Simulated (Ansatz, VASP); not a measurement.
Two plane-wave programs on NaS6

Contents of INCAR:

```
ALGO     = Normal         # electronic algorithm
EDIFF    = 1E-6           # SCF threshold, eV
EDIFFG   = -0.01          # ionic threshold
ENCUT    = 600            # plane-wave cutoff, eV
GGA      = PE             # functional
IBRION   = 2              # ionic algorithm
ISIF     = 3              # what is computed and relaxed
ISMEAR   = 0              # smearing method
LASPH    = True           # aspherical terms in the spheres
LCHARG   = False          # write CHGCAR
LREAL    = False          # projectors in reciprocal space
LWAVE    = False          # write WAVECAR
NELM     = 60             # most SCF steps
NSW      = 100            # ionic steps
PREC     = Accurate       # precision mode
SIGMA    = 0.1            # smearing width, eV
```

Contents of KPOINTS:

```
k-points
0
Gamma
  8 8 8
```

The input POSCAR:

```
NaS6
1.0
    0.0000000000      3.9895760312      3.9895760312
    3.9895760312      0.0000000000      3.9895760312
    3.9895760312      3.9895760312      0.0000000000
Na S
1 6
Direct
    0.5000000000      0.5000000000      0.5000000000
    0.5000000000      0.0000000000      0.0000000000
    0.0000000000      0.5000000000      0.5000000000
    0.0000000000      0.5000000000      0.0000000000
    0.5000000000      0.0000000000      0.5000000000
    0.0000000000      0.0000000000      0.5000000000
    0.5000000000      0.5000000000      0.0000000000
```

Input for Ansatz:

```yaml
crystal:
  lattice:
    - [0.0, 3.9895760312, 3.9895760312]
    - [3.9895760312, 0.0, 3.9895760312]
    - [3.9895760312, 3.9895760312, 0.0]
  atoms:
    - { symbol: Na, position: [0.5, 0.5, 0.5] }
    - { symbol: S, position: [0.5, 0.0, 0.0] }
    - { symbol: S, position: [0.0, 0.5, 0.5] }
    - { symbol: S, position: [0.0, 0.5, 0.0] }
    - { symbol: S, position: [0.5, 0.0, 0.5] }
    - { symbol: S, position: [0.0, 0.0, 0.5] }
    - { symbol: S, position: [0.5, 0.5, 0.0] }
basis:
  ecutwfc: 420
kpoints:
  mp_grid: { grid: [8, 8, 8] }
hamiltonian:
  xc: pbe
scf:
  occupations: { method: gaussian, width: 0.1 }
output:
  forces: true
  stress: true
  eigenvalues: true
  write_density: true
  write_potential: true
  elf: true
  volumetric_format: npy
relax:
  adjacent_minimum: "off"
  f_tol: 0.01
  max_steps: 80
  cell: { stress_tol: 0.05 }
```

Alike in both runs: task relaxation of cell and atoms; functional PBE; k mesh 8 × 8 × 8; occupations gaussian, width 0.1 eV; no spin polarisation.

|  | VASP | Ansatz |
| --- | --- | --- |
| version | VASP 6.6.1 | Ansatz 0.2.0 |
| potentials or method | VASP PAW PBE potentials, release 64 (Na_pv, S), cutoff 600 eV | scalar-relativistic, plane waves, PAW |
| valence electrons in the cell | 43 | 45 |

Ansatz gave:

| Property | Result |
| --- | --- |
| gap on the k mesh at the Fermi level, each at its own relaxed structure (eV) | none |
| relaxed volume (Å³/atom) | 18.08 |
| relaxed cell length with the largest relative difference (Å) | 5.636 |

Task: Which values does VASP return?

Result: gap on the k mesh at the Fermi level, each at its own relaxed structure (eV): none; relaxed volume (Å³/atom): 18.08; relaxed cell length with the largest relative difference (Å): 5.635.

A gap of «none» marks a metal or a gap that the smearing closes. VASP's potentials hold 43 valence electrons a cell and Ansatz's 45, so a difference there can come from the potentials and not from the codes.
